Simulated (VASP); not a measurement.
# Nb (I4/mmm) in VASP: further runs, part 2 of 2

VASP 6.6.1. Earlier steps stand in the parts before.

## Step 4: Single point, PBEsol (strain +0.000 along x and y, +0.015 along z)

Contents of INCAR:

```
  PREC = Accurate
  ENCUT = 520
  EDIFF = 1E-6
  ISMEAR = 0
  SIGMA = 0.15
  LREAL = F
  LASPH = T
  NELM = 100
  ALGO = Fast
  ISIF = 2
  LWAVE = F
  LCHARG = T
  GGA = PS
  LELF = T
  LVHAR = T
  NBANDS = 12
```

Contents of KPOINTS:

```
Automatic mesh
0
Gamma
  20 20 20
```

Contents of POSCAR:

```
Nb
1.0
   -1.6639500000      1.6639500000      1.6889092500
    1.6639500000     -1.6639500000      1.6889092500
    1.6639500000      1.6639500000     -1.6889092500
Nb
1
Direct
    0.0000000000      0.0000000000      0.0000000000
```

Potentials or basis: VASP PAW PBE potentials, release 64 (Nb_sv).

Command:

```
cat potpaw_PBE.64/Nb_sv/POTCAR > POTCAR
mpirun -np 1 vasp_std > vasp.out
```

OUTCAR:

```text
PREC = Accurate
   ENCUT = 520
   EDIFF = 1E-6
   ISMEAR = 0
   LREAL = F
   LASPH = T
   NELM = 100
   ISIF = 2
   GGA = PS

 ion  position               nearest neighbor table
   1  0.000  0.000  0.000-

  LATTYP: Found a body centered tetragonal cell.
 ALAT       =     3.3279000000
 C/A-ratio  =     1.0150000000

  Lattice vectors:

 A1 = (  -1.6639500000,   1.6639500000,   1.6889092500)
 A2 = (   1.6639500000,  -1.6639500000,   1.6889092500)
 A3 = (   1.6639500000,   1.6639500000,  -1.6889092500)

Analysis of symmetry for initial positions (statically):
=====================================================================
 Subroutine PRICEL returns:
 Original cell was already a primitive cell.

 Routine SETGRP: Setting up the symmetry group for a
 body centered tetragonal supercell.

 Subroutine GETGRP returns: Found 16 space group operations
 (whereof 16 operations were pure point group operations)
 out of a pool of 16 trial point group operations.

The static configuration has the point symmetry D_4h.

Analysis of symmetry for dynamics (positions and initial velocities):
=====================================================================
 Subroutine PRICEL returns:
 Original cell was already a primitive cell.

 Routine SETGRP: Setting up the symmetry group for a
 body centered tetragonal supercell.

 Subroutine GETGRP returns: Found 16 space group operations
 (whereof 16 operations were pure point group operations)
 out of a pool of 16 trial point group operations.

The dynamic configuration has the point symmetry D_4h.

 Subroutine INISYM returns: Found 16 space group operations
 (whereof 16 operations are pure point group operations),
 and found     1 'primitive' translations

----------------------------------------------------------------------------------------

                                     Primitive cell

  volume of cell :      18.7045

  direct lattice vectors                    reciprocal lattice vectors
    -1.663950000  1.663950000  1.688909250     0.000000000  0.300489798  0.296049062
     1.663950000 -1.663950000  1.688909250     0.300489798  0.000000000  0.296049062
     1.663950000  1.663950000 -1.688909250     0.300489798  0.300489798  0.000000000

  length of vectors
     2.896527863  2.896527863  2.896527863     0.421828361  0.421828361  0.424956748

  position of ions in fractional coordinates (direct lattice)
     0.000000000  0.000000000  0.000000000

  ion indices of the primitive-cell ions
   primitive index   ion index
                 1           1

----------------------------------------------------------------------------------------

 KPOINTS: Automatic mesh

Automatic generation of k-mesh.
 Grid dimensions read from file:
 generate k-points for:   20   20   20

 Generating k-lattice:

  Cartesian coordinates                     Fractional coordinates (reciprocal lattice)
     0.000000000  0.015024490  0.014802453     0.050000000 -0.000000000  0.000000000
     0.015024490  0.000000000  0.014802453    -0.000000000  0.050000000  0.000000000
     0.015024490  0.015024490  0.000000000     0.000000000  0.000000000  0.050000000

  Length of vectors
     0.021091418  0.021091418  0.021247837

  Shift w.r.t. Gamma in fractional coordinates (k-lattice)
     0.000000000  0.000000000  0.000000000

 Subroutine IBZKPT returns following result:
 ===========================================

 Found    641 irreducible k-points:

 Following reciprocal coordinates:
            Coordinates               Weight
  0.000000  0.000000  0.000000      1.000000
  0.050000  0.000000  0.000000      8.000000
  0.100000  0.000000  0.000000      8.000000
  0.150000  0.000000  0.000000      8.000000
  0.200000  0.000000  0.000000      8.000000
  0.250000  0.000000 -0.000000      8.000000
[... 16 lines left out ...]
 -0.400000  0.050000 -0.000000     16.000000
 -0.350000  0.050000  0.000000     16.000000
 [... further k-points ...]
   k-points           NKPTS =    641   k-points in BZ     NKDIM =    641   number of bands    NBANDS=     12
   number of dos      NEDOS =    301   number of ions     NIONS =      1
   total plane-waves  NPLWV =  13824
   dimension x,y,z NGX =    24 NGY =   24 NGZ =   24
   dimension x,y,z NGXF=    48 NGYF=   48 NGZF=   48
   ions per type =               1
   NGX,Y,Z   is equivalent  to a cutoff of  13.77, 13.77, 13.77 a.u.
   NGXF,Y,Z  is equivalent  to a cutoff of  27.55, 27.55, 27.55 a.u.
 SYSTEM =  unknown system
   PREC   = accura    normal or accurate (medium, high low for compatibility)
   ISTART =      0    job   : 0-new  1-cont  2-samecut
   ICHARG =      2    charge: 1-file 2-atom 10-const
   ISPIN  =      1    spin polarized calculation?
   LNONCOLLINEAR =      F non collinear calculations
   LSORBIT =      F    spin-orbit coupling
   LASPH  =      T    aspherical Exc in radial PAW
   ENCUT  =  520.0 eV  38.22 Ry    6.18 a.u.   5.39  5.39  5.39*2*pi/ulx,y,z
   NELM   =    100;   NELMIN=  2; NELMDL= -5     # of ELM steps
   EDIFF  = 0.1E-05   stopping-criterion for ELM
   LREAL  =      F    real-space projection
   EDIFFG = 0.1E-04   stopping-criterion for IOM
   NSW    =      0    number of steps for IOM
   IBRION =     -1    ionic relax: 0-MD 1-quasi-New 2-CG
   NFREE  =      0    steps in history (QN), initial steepest desc. (CG)
   ISIF   =      2    stress and relaxation
   ISYM   =      2    0-nonsym 1-usesym 2-fastsym
   POTIM  = 0.5000    time-step for ionic-motion
   TEBEG  =    0.0;   TEEND  =   0.0 temperature during run
   PSTRESS=    0.0 pullay stress
   NELECT =      13.0000    total number of electrons
   NUPDOWN=      -1.0000    fix difference up-down
   EMIN   =  10.00;   EMAX   =-10.00  energy-range for DOS
   EFERMI =   0.00;   METHOD = LEGACY
   ISMEAR =     0;   SIGMA  =   0.15  broadening in eV -4-tet -1-fermi 0-gaus
   EFERMI_NEDOS =   21; number of points for ismear=-14 and -15
   IALGO  =     68    algorithm
   IMIX   =      4    mixing-type and parameters
     AMIX     =   0.40;   BMIX     =  1.00
     AMIX_MAG =   1.60;   BMIX_MAG =  1.00
  volume/ion in A,a.u.               =      18.70       126.22
  Fermi-wavevector in a.u.,A,eV,Ry     =   1.450130  2.740349 28.611387  2.102878
  Thomas-Fermi vector in A             =   2.567778
   LORBIT       =      0    0 simple, 1 ext, 2 COOP (PROOUT), +10 PAW based schemes
   GGA     = PS    functional components
   LHFCALC =     F    Hartree Fock is set to
   AEXX    =    0.0000 exact exchange contribution
   IVDW    =     0    specifies the selected vdW correction
   LEPSILON=     F    determine dielectric tensor
   LRPA    =     F    only Hartree local field effects (RPA)
 non-spin polarized calculation
 RMM-DIIS sequential band-by-band and
 Gauss-broadening in eV      SIGMA  =   0.15
  energy-cutoff  :      520.00
  volume of cell :       18.70
 maximum number of plane-waves:       531
 NGX is ok and might be reduce to    24
   NGX = 11   NGY = 11   NGZ = 11

 number of electron      12.9999999 magnetization

 Free energy of the ion-electron system (eV)
  ---------------------------------------------------
  ext. energy  EPLUGINS =         0.00000000
  ---------------------------------------------------
  free energy    TOTEN  =       -10.91704985 eV

  energy without entropy =      -10.89935674  energy(sigma->0) =      -10.90820330

 E-fermi :  10.5341     XC(G=0): -12.4348

 val. band max:       10.5339220467   @ k =   0.4000   0.3000   0.1500
 cond. band min:      10.5392379605   @ k =  -0.0500   0.1500   0.0500
 fundamental gap:      0.0053159138
 Fermi energy:        10.5340655553

 k-point     1 :       0.0000    0.0000    0.0000
  band No.  band energies     occupation
      1     -43.7929      2.00000
      2     -19.1854      2.00000
      3     -19.1848      2.00000
      4     -19.1848      2.00000
      5       4.6278      2.00000
      6      10.8523      0.00269
      7      10.8523      0.00269
      8      11.0087      0.00001
      9      13.5811      0.00000
     10      13.7906      0.00000
     11      24.4713      0.00000
     12      24.7198      0.00000
[... 331 lines left out ...]
 k-point    24 :      -0.3500    0.0500    0.0000
  band No.  band energies     occupation
      1     -43.6376      2.00000
      2     -20.0877      2.00000
      3     -19.4684      2.00000
      4     -19.2023      2.00000
      5       7.0676      2.00000
      6       9.4703      2.00000
      7      10.6503      0.27315
      8      13.3004      0.00000
      9      14.1173      0.00000
     10      14.5602      0.00000
     11      23.6719      0.00000
     12      24.4766      0.00000

 [... further k-points ...]

------------------------ aborting loop because EDIFF is reached ----------------------------------------

  FORCE on cell =-STRESS in cart. coord.  units (eV):
  Direction    XX          YY          ZZ          XY          YZ          ZX
  --------------------------------------------------------------------------------------
  -------------------------------------------------------------------------------------
  Total       -1.2110827     -1.2110827     -1.3930905      0.0000000      0.0000000      0.0000000
  in kB     -103.7379215   -103.7379215   -119.3281901      0.0000000      0.0000000      0.0000000
  external PRESSURE =    -108.9346777 kB  Pullay stress =       0.0000000 kB

 VOLUME and BASIS-vectors are now :
 -----------------------------------------------------------------------------
  energy-cutoff  :      520.00
  volume of cell :       18.70
      direct lattice vectors                 reciprocal lattice vectors
    -1.663950000  1.663950000  1.688909250     0.000000000  0.300489798  0.296049062
     1.663950000 -1.663950000  1.688909250     0.300489798  0.000000000  0.296049062
     1.663950000  1.663950000 -1.688909250     0.300489798  0.300489798  0.000000000

 POSITION                                       TOTAL-FORCE (eV/Angst)
 -----------------------------------------------------------------------------------
      0.00000      0.00000      0.00000         0.000000      0.000000      0.000000
 -----------------------------------------------------------------------------------
    total drift:                                0.000000      0.000000      0.000000

  FREE ENERGIE OF THE ION-ELECTRON SYSTEM (eV)
  ---------------------------------------------------
  free  energy   TOTEN  =       -10.9170498507 eV

  energy  without entropy=      -10.8993567406  energy(sigma->0) =      -10.90820330
```

Run time: 79 s. Hardware: 1 thread of Intel Xeon 6975P-C (Granite Rapids), shared host; peak memory 0.25 GiB.

Results:

| Quantity | Value |
| --- | --- |
| Free energy | -10.9170 eV |
| Pressure | -10.9 GPa |

Levels at points of the mesh, in eV from the Fermi level:
```csv
k point,band 4,band 5,band 6,band 7,band 8,band 9
"(0.00, 0.00, 0.00)",-29.72,-5.91,0.32,0.32,0.47,3.05
"(0.50, 0.00, 0.00)",-29.73,-3.59,-1.51,2.06,3.08,3.80
"(0.50, 0.50, 0.00)",-29.74,-3.60,-1.67,2.17,3.30,3.89
"(0.50, 0.50, 0.50)",-30.54,-3.55,-3.51,5.34,5.39,5.39
```

Caveat: the cell differs from its parent crystal (strain +0.000 along x and y, +0.015 along z); the PAW data sets were made with another functional, which shifts forces and pressure a little.

## Step 5: Overview

| cell | further INCAR settings | gap on the mesh (eV) | pressure (GPa) |
| --- | --- | --- | --- |
| a = 2.883 Å, angles 110.7, 110.7, 107.0°, 1 atom | ALGO = Fast; EDIFF = 1e-07; NBANDS = 12 | none | -8.5 |
| a = 2.883 Å, angles 108.3, 108.3, 111.9°, 1 atom | ALGO = Fast; EDIFF = 1e-07; NBANDS = 12 | none | -8.5 |
| a = 2.897 Å, angles 109.9, 109.9, 108.7°, 1 atom | ALGO = Fast; EDIFF = 1e-06; NBANDS = 12 | none | -10.9 |

Alike in all rows: task single point; level PBEsol; potentials or basis VASP PAW PBE potentials, release 64 (Nb_sv); no spin polarisation; k mesh 20 × 20 × 20; cutoff (eV) 520; smearing gaussian 0.15 eV.

Caveats: the PAW data sets were made with another functional, which shifts forces and pressure a little.

Absolute energies hang on the potentials; compare differences alone.
